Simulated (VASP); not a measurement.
# SrO (Fm-3m) in VASP: a series of runs, part 2 of 2

VASP 6.6.1. The steps go on from the part before.

## (4) Relaxation of cell and atoms, PBE+D4

This run uses another cell than the first one, of 16.90 Å³/atom, 0.931 times its volume.

INCAR

```
PREC = Accurate
ENCUT = 600
EDIFF = 1E-6
ISMEAR = -1
SIGMA = 0.05
LREAL = F
LASPH = T
NELM = 80
ALGO = Normal
ISIF = 3
LWAVE = F
LCHARG = F
GGA = PE
IVDW = 13
IBRION = 2
NSW = 80
EDIFFG = -0.01
```

KPOINTS

```
regular mesh
0
Gamma
  9 9 9
```

POSCAR

```
SrO
1.0
    0.0000000000      2.5663000000      2.5663000000
    2.5663000000      0.0000000000      2.5663000000
    2.5663000000      2.5663000000      0.0000000000
Sr O
1 1
Direct
    0.5000000000      0.5000000000      0.5000000000
    0.0000000000      0.0000000000      0.0000000000
```

Potentials or basis: VASP PAW PBE potentials, release 64 (Sr_sv, O).

The run is started by

```
> cat potpaw_PBE.64/Sr_sv/POTCAR potpaw_PBE.64/O/POTCAR > POTCAR
> mpirun -np 1 vasp_std > vasp.out
```

OUTCAR:

```text
PREC = Accurate
   ENCUT = 600
   EDIFF = 1E-6
   ISMEAR = -1
   LREAL = F
   LASPH = T
   NELM = 80
   ISIF = 3
   GGA = PE
   IVDW = 13
   IBRION = 2
   NSW = 80
   EDIFFG = -0.01

 ion  position               nearest neighbor table
   1  0.500  0.500  0.500-   2 2.57   2 2.57   2 2.57   2 2.57   2 2.57   2 2.57
   2  0.000  0.000  0.000-   1 2.57   1 2.57   1 2.57   1 2.57   1 2.57   1 2.57

  LATTYP: Found a face centered cubic cell.
 ALAT       =     5.1326000000

  Lattice vectors:

 A1 = (   0.0000000000,   2.5663000000,   2.5663000000)
 A2 = (   2.5663000000,   0.0000000000,   2.5663000000)
 A3 = (   2.5663000000,   2.5663000000,   0.0000000000)

Analysis of symmetry for initial positions (statically):
=====================================================================
 Subroutine PRICEL returns:
 Original cell was already a primitive cell.

 Routine SETGRP: Setting up the symmetry group for a
 face centered cubic supercell.

 Subroutine GETGRP returns: Found 48 space group operations
[... 9 lines left out ...]

 Routine SETGRP: Setting up the symmetry group for a
 face centered cubic supercell.

 Subroutine GETGRP returns: Found 48 space group operations
[... 11 lines left out ...]
                                     Primitive cell

  volume of cell :      33.8028

  direct lattice vectors                    reciprocal lattice vectors
[... 127 lines left out ...]

 number of electron      15.9999997 magnetization

 Free energy of the ion-electron system (eV)
  ---------------------------------------------------
  ext. energy  EPLUGINS =         0.00000000
  ---------------------------------------------------
  free energy    TOTEN  =       -12.03870930 eV

  energy without entropy =      -12.03870930  energy(sigma->0) =      -12.03870930

 E-fermi :   2.6818     XC(G=0): -10.0521

 val. band max:        1.6881151981   @ k =   0.0000   0.0000   0.0000
 cond. band min:       5.0091832983   @ k =   0.4444   0.4444   0.0000
 fundamental gap:      3.3210681002
 Fermi energy:         2.6817915821

 k-point     1 :       0.0000    0.0000    0.0000
  band No.  band energies     occupation
      1     -30.6809      2.00000
      2     -13.4090      2.00000
      3     -12.3129      2.00000
      4     -12.3129      2.00000
      5     -12.3129      2.00000
      6       1.6881      2.00000
      7       1.6881      2.00000
      8       1.6881      2.00000
      9       5.7118      0.00000
     10       7.9119      0.00000
     11       7.9119      0.00000
     12       7.9119      0.00000
[... 424 lines left out ...]
--------------------------------------- Ionic step        3  -------------------------------------------

 number of electron      15.9999998 magnetization

 Free energy of the ion-electron system (eV)
  ---------------------------------------------------
  ext. energy  EPLUGINS =         0.00000000
  ---------------------------------------------------
  free energy    TOTEN  =       -12.05161304 eV

  energy without entropy =      -12.05161304  energy(sigma->0) =      -12.05161304

 E-fermi :   2.5862     XC(G=0):  -9.9482

 val. band max:        1.5849335979   @ k =   0.0000   0.0000   0.0000
 cond. band min:       4.9169721152   @ k =   0.4444   0.4444   0.0000
 fundamental gap:      3.3320385173
 Fermi energy:         2.5861678324

 k-point     1 :       0.0000    0.0000    0.0000
  band No.  band energies     occupation
      1     -30.8617      2.00000
      2     -13.4844      2.00000
      3     -12.5163      2.00000
      4     -12.5163      2.00000
      5     -12.5163      2.00000
      6       1.5849      2.00000
      7       1.5849      2.00000
      8       1.5849      2.00000
      9       5.4515      0.00000
     10       7.7597      0.00000
     11       7.7597      0.00000
     12       7.7597      0.00000
[... 378 lines left out ...]
  FREE ENERGIE OF THE ION-ELECTRON SYSTEM (eV)
  ---------------------------------------------------
  free  energy   TOTEN  =       -12.3869962290 eV

  energy  without entropy=      -12.3869962289  energy(sigma->0) =      -12.38699623

 reached required accuracy - stopping structural energy minimisation
```

OSZICAR:

```text
N       E                     dE             d eps       ncg     rms          rms(c)
DAV:   1     0.709825000318E+02    0.70983E+02   -0.88118E+03   840   0.140E+03
DAV:   2    -0.105189792353E+02   -0.81501E+02   -0.75557E+02  1144   0.254E+02
DAV:   3    -0.141482870714E+02   -0.36293E+01   -0.36113E+01  1224   0.500E+01
[... 26 lines left out ...]
DAV:   4    -0.120514832937E+02    0.25346E-03   -0.22165E-03  1268   0.351E-01    0.184E-01
DAV:   5    -0.120515856403E+02   -0.10235E-03   -0.80407E-05   988   0.986E-02    0.455E-02
DAV:   6    -0.120516094795E+02   -0.23839E-04   -0.13711E-04  1352   0.814E-02    0.203E-02
DAV:   7    -0.120516129445E+02   -0.34650E-05   -0.25988E-06  1024   0.156E-02    0.412E-03
DAV:   8    -0.120516130355E+02   -0.90939E-07   -0.28966E-07   436   0.595E-03
   3 F= -.12386996E+02 E0= -.12386996E+02  d E =-.468973E-02
```

It took 59 s on 1 thread of Intel Xeon Platinum 8488C (Sapphire Rapids), shared host; peak memory 0.18 GiB.

Results:

| Item | Value |
| --- | --- |
| Free energy | -12.3870 eV |
| Relaxed volume | 17.28 Å³/atom |
| Relaxed cell | a = 3.656 Å, b = 3.656 Å, c = 3.656 Å, α = 60.00°, β = 60.00°, γ = 60.00° |
| Space group after relaxing (to 0.05 Å) | Fm-3m (No. 225) |
| Energy gained by relaxing | 2.3 meV/atom |
| Ionic steps | 3 |
| Pressure after relaxing | 0.0 GPa |
| Band gap on the k mesh | 3.33 eV, indirect (least direct gap 3.44 eV) |
| Dispersion energy per atom | -0.168 eV |

The path:
| step | energy change (eV) | largest force (eV/Å) | pressure (GPa) | volume (Å³) |
| --- | --- | --- | --- | --- |
| 1 | 0.0000 | 0.0000 | 2.04 | 33.80 |
| 2 | -0.0039 | 0.0000 | -0.76 | 34.87 |
| 3 | -0.0047 | 0.0000 | 0.01 | 34.56 |

Final structure:
```
Sr O
1.0
     0.00000    2.58521    2.58521
     2.58521    0.00000    2.58521
     2.58521    2.58521    0.00000
Sr O
1 1
Direct
  0.50000 0.50000 0.50000
  0.00000 0.00000 0.00000
```

A k mesh can miss the band edges. Zero-point motion and thermal expansion aren't in these numbers.

## (5) Relaxation of cell and atoms, RPBE

This run uses another cell than the first one, of 16.90 Å³/atom, 0.931 times its volume.

INCAR

```
SYSTEM = SrO
ALGO = Normal ; EDIFF = 1E-7
EDIFFG = -0.02 ; ENCUT = 600
GGA = RP ; IBRION = 2
ISIF = 3 ; ISMEAR = -1
LASPH = .True. ; LCHARG = .False.
LREAL = .False. ; LWAVE = .False.
NELM = 100 ; NSW = 80
PREC = Accurate ; SIGMA = 0.05
```

KPOINTS

```
k-points
0
Gamma
  9 9 9
  0 0 0
```

POSCAR is that of step 4.

The run is started by

```
> cat potpaw_PBE.64/Sr_sv/POTCAR potpaw_PBE.64/O/POTCAR > POTCAR
> mpirun -np 1 vasp_std > vasp.out
```

Run time: 79 s. Hardware: 1 thread of Intel Xeon Platinum 8488C (Sapphire Rapids), shared host; peak memory 0.19 GiB.

It converged, with:

- Free energy: -11.3876 eV
- Relaxed volume: 18.25 Å³/atom
- Relaxed cell: a = 3.724 Å, b = 3.724 Å, c = 3.724 Å, α = 60.00°, β = 60.00°, γ = 60.00°
- Space group after relaxing (to 0.05 Å): Fm-3m (No. 225)
- Energy gained by relaxing: 27.2 meV/atom
- Ionic steps: 3
- Pressure after relaxing: 0.0 GPa
- Band gap on the k mesh: 3.46 eV, indirect (least direct gap 3.60 eV)

The path:
```csv
step,energy change (eV),largest force (eV/Å),pressure (GPa),volume (Å³)
1,0.0000,0.0000,6.90,33.80
2,-0.0485,0.0000,-1.87,37.49
3,-0.0544,0.0000,0.02,36.50
```

Final structure:
```
Sr O
1.0
     0.00000    2.63293    2.63293
     2.63293    0.00000    2.63293
     2.63293    2.63293    0.00000
Sr O
1 1
Direct
  0.50000 0.50000 0.50000
  0.00000 0.00000 0.00000
```

Levels at points of the mesh, in eV from the valence-band top:
| k point | band 4 | band 5 | band 6 | band 7 | band 8 | band 9 | band 10 | band 11 | band 12 |
| --- | --- | --- | --- | --- | --- | --- | --- | --- | --- |
| (0.00, 0.00, 0.00) | -14.47 | -14.47 | 0.00 | 0.00 | 0.00 | 3.67 | 6.11 | 6.11 | 6.11 |

Caveat: the PAW data sets were made with another functional, which shifts forces and pressure a little. RPBE and its kin give volumes clearly too large for solids.

## (6) Relaxation of cell and atoms, PBEsol-based screened hybrid

This run uses another cell than the first one, of 16.90 Å³/atom, 0.931 times its volume.

POSCAR is that of step 5.

INCAR.step1

```
SYSTEM = SrO
ALGO = Normal ; EDIFF = 1E-5
ENCUT = 600 ; GGA = PE
ISMEAR = -1 ; LASPH = .True.
LCHARG = .False. ; LREAL = .False.
LWAVE = .True. ; NBANDS = 15
NELM = 60 ; PREC = Accurate
SIGMA = 0.05
```

INCAR.step2

```
SYSTEM = SrO
AEXX = 0.25 ; ALGO = Normal
EDIFF = 1E-6 ; EDIFFG = -0.01
ENCUT = 600 ; GGA = PS
HFSCREEN = 0.207 ; IBRION = 2
ISIF = 3 ; ISMEAR = -1
ISTART = 1 ; LASPH = .True.
LCHARG = .False. ; LHFCALC = .True.
LREAL = .False. ; LWAVE = .False.
NELM = 60 ; NSW = 60
PREC = Accurate ; PRECFOCK = Normal
SIGMA = 0.05
```

KPOINTS

```
k-points
0
Gamma
  5 5 5
  0 0 0
```

Potentials or basis: VASP PAW PBE potentials, release 64 (Sr_sv, O).

The run is started by

```
> cat potpaw_PBE.64/Sr_sv/POTCAR potpaw_PBE.64/O/POTCAR > POTCAR
> cp INCAR.step1 INCAR
> mpirun -np 1 vasp_std > vasp.out
> cp INCAR.step2 INCAR
> mpirun -np 1 vasp_std > vasp.out
```

Run time: 32 min. Hardware: 1 thread of Intel Xeon Platinum 8488C (Sapphire Rapids), shared host; peak memory 0.28 GiB.

The run converged. Its results:

```yaml
Free_energy: -14.6546 eV
Relaxed_volume: 16.70 Å³/atom
Relaxed_cell: a = 3.615 Å, b = 3.615 Å, c = 3.615 Å, α = 60.00°, β = 60.00°, γ = 60.00°
Space_group_after_relaxing_to_0.05_Å: Fm-3m (No. 225)
Energy_gained_by_relaxing: 0.8 meV/atom
Ionic_steps: 3
Pressure_after_relaxing: 0.0 GPa
Band_gap_on_the_k_mesh: 4.84 eV, indirect (least direct gap 4.95 eV)
```

The path:
| step | energy change (eV) | largest force (eV/Å) | pressure (GPa) | volume (Å³) |
| --- | --- | --- | --- | --- |
| 1 | 0.0000 | 0.0000 | -1.19 | 33.80 |
| 2 | -0.0011 | 0.0000 | 0.63 | 33.19 |
| 3 | -0.0015 | 0.0000 | -0.01 | 33.40 |

Final structure:
```cif
data_structure
_symmetry_space_group_name_H-M 'P 1'
_symmetry_Int_Tables_number 1
_cell_length_a 3.6147
_cell_length_b 3.6147
_cell_length_c 3.6147
_cell_angle_alpha 60.000
_cell_angle_beta 60.000
_cell_angle_gamma 60.000
_cell_volume 33.40
loop_
_atom_site_label
_atom_site_type_symbol
_atom_site_fract_x
_atom_site_fract_y
_atom_site_fract_z
_atom_site_occupancy
Sr1 Sr 0.50000 0.50000 0.50000 1
O1 O 0.00000 0.00000 0.00000 1
```

Levels at points of the mesh, in eV from the valence-band top:
```
           k point  band 5  band 6  band 7  band 8  band 9  band 10  band 11  band 12
(0.00, 0.00, 0.00)  -14.50    0.00    0.00    0.00    5.47     7.86     7.86     7.86
```

Caveat: the k points lie up to 0.43 Å⁻¹ apart in the final cell; the PAW data sets were made with another functional, which shifts forces and pressure a little. A k mesh can miss the band edges.

## (7) The runs side by side

| task | level | cell | k mesh | cutoff (eV) | grid for exact exchange (PRECFOCK) | share of exact exchange | screening parameter | gap on the mesh (eV) | pressure (GPa) | relaxed volume (Å³/atom) |
| --- | --- | --- | --- | --- | --- | --- | --- | --- | --- | --- |
| single point | RPBE | a = 3.717 Å, angles 60.0°, 2 atoms | 9 × 9 × 9 | 520 | - | - | - | 3.46 | 0.4 | - |
| relaxation of cell and atoms | revPBE+D4 | relaxed from a = 3.629 Å, angles 60.0°, 2 atoms | 9 × 9 × 9 | 600 | - | - | - | 3.42 | 0.0 | 17.50 |
| relaxation of cell and atoms | PBE+D4 | relaxed from a = 3.629 Å, angles 60.0°, 2 atoms | 9 × 9 × 9 | 600 | - | - | - | 3.33 | 0.0 | 17.28 |
| relaxation of cell and atoms | RPBE | relaxed from a = 3.629 Å, angles 60.0°, 2 atoms | 9 × 9 × 9 | 600 | - | - | - | 3.46 | 0.0 | 18.25 |
| relaxation of cell and atoms | PBEsol-based screened hybrid | relaxed from a = 3.629 Å, angles 60.0°, 2 atoms | 5 × 5 × 5 | 600 | Normal | 0.25 | 0.207 1/Å | 4.84 | 0.0 | 16.70 |

Alike in all rows: potentials or basis VASP PAW PBE potentials, release 64 (Sr_sv, O); no spin polarisation; smearing fermi-dirac 0.05 eV.

Caveats: some runs use coarse meshes; the PAW data sets were made with another functional, which shifts forces and pressure a little (some runs).

Absolute energies hang on the potentials; compare differences alone.
